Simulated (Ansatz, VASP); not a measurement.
One calculation of HgTe, two programs

The input INCAR:

```
  PREC = Accurate
  ENCUT = 400
  EDIFF = 1E-8
  ISMEAR = -1
  SIGMA = 0.08
  LREAL = False
  LASPH = True
  NELM = 120
  ALGO = Normal
  ISIF = 2
  LWAVE = False
  LCHARG = False
  LEFG = True
  NBANDS = 16
  GGA_COMPAT = False
```

The input KPOINTS:

```
Automatic mesh
0
Gamma
  10 10 10
```

POSCAR

```
HgTe
1.0
    0.0000000000      2.8618608166      2.8618608166
    2.8618608166      0.0000000000      2.8618608166
    2.8618608166      2.8618608166      0.0000000000
Hg Te
1 1
Direct
    0.0000000000      0.0000000000      0.0000000000
    0.5000000000      0.5000000000      0.5000000000
```

Input for Ansatz:

```yaml
crystal:
  lattice:
    - [0.0, 2.8618608166, 2.8618608166]
    - [2.8618608166, 0.0, 2.8618608166]
    - [2.8618608166, 2.8618608166, 0.0]
  atoms:
    - { symbol: Hg, position: [0.0, 0.0, 0.0] }
    - { symbol: Te, position: [0.5, 0.5, 0.5] }
kpoints:
  mp_grid: { grid: [10, 10, 10] }
scf:
  occupations: { method: fermi_dirac, width: 0.08 }
hamiltonian:
  xc: lda
  pseudopotentials: { kind: all_electron, datasets: crystal }
output:
  forces: true
  stress: true
  eigenvalues: true
  efg: { contact_densities: true }
```

Change from the starting cell: volume scaled by 0.94, crystal datasets.

Alike in both runs: task electric field gradients; functional LDA; k mesh 10 × 10 × 10; occupations fermi-dirac, width 0.08 eV; no spin polarisation.

```csv
,VASP,Ansatz
version,VASP 6.6.1,Ansatz 0.2.0
potentials or method,"VASP PAW LDA potentials, release 64 (Hg, Te), cutoff 400 eV","all-electron PAW with datasets made for the crystal, scalar-relativistic"
```

|  | VASP | Ansatz | Ansatz less VASP |
| --- | --- | --- | --- |
| pressure (GPa) | 10.8 | 10.1 | -0.71 |

LDA's correlation is that of Perdew and Zunger in VASP and of Perdew and Wang (1992) in Ansatz. Ansatz ran all-electron here, and VASP with PAW potentials.

Neither program's run includes spin-orbit coupling.
